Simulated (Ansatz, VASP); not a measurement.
**Na in VASP and in Ansatz**

The input INCAR:

```
SYSTEM = Na
ALGO = Fast
EDIFF = 1E-6
ENCUT = 520
GGA = PS
ISIF = 2
ISMEAR = 0
LASPH = .TRUE.
LCHARG = .FALSE.
LREAL = .FALSE.
LWAVE = .FALSE.
NBANDS = 14
NELM = 100
PREC = Accurate
SIGMA = 0.15
```

File KPOINTS:

```
k-points
0
G
  18 18 10
  0 0 0
```

The input POSCAR:

```
Na
1.0
    3.4515535661      0.0000000000      0.0000000000
   -1.7257767831      2.9891330708      0.0000000000
    0.0000000000      0.0000000000      7.3302658687
Na
2
Direct
    0.3333333333      0.6666666667      0.2500000000
    0.6666666667      0.3333333333      0.7500000000
```

Input for Ansatz:

```yaml
crystal:
  lattice:
    - [3.4515535661, 0.0, 0.0]
    - [-1.7257767831, 2.9891330708, 0.0]
    - [0.0, 0.0, 7.3302658687]
  atoms:
    - { symbol: Na, position: [0.3333333333, 0.6666666667, 0.25] }
    - { symbol: Na, position: [0.6666666667, 0.3333333333, 0.75] }
basis:
  ecutwfc: 420
kpoints:
  mp_grid: { grid: [18, 18, 10] }
hamiltonian:
  xc: pbesol
scf:
  occupations: { method: gaussian, width: 0.15 }
output:
  forces: true
  stress: true
  eigenvalues: true
```

Alike in both runs: task single point; functional PBEsol; k mesh 18 × 18 × 10; occupations gaussian, width 0.15 eV; no spin polarisation.

|  | VASP | Ansatz |
| --- | --- | --- |
| version | VASP 6.6.1 | Ansatz 0.2.0 |
| potentials or method | VASP PAW PBE potentials, release 64 (Na_pv), cutoff 520 eV | scalar-relativistic, plane waves, PAW |
| valence electrons in the cell | 14 | 18 |

```csv
,VASP,Ansatz,Ansatz less VASP
gap on the k mesh at the Fermi level (eV),none,none,-
pressure (GPa),0.2,0.2,-0.04
"traceless stress, the component that is largest in VASP (GPa)",-2.35,-2.35,0.000
```

VASP's potentials were made for PBE, not for PBEsol. A gap of «none» marks a metal or a gap that the smearing closes. VASP's potentials hold 14 valence electrons a cell and Ansatz's 18, so a difference there can come from the potentials and not from the codes.
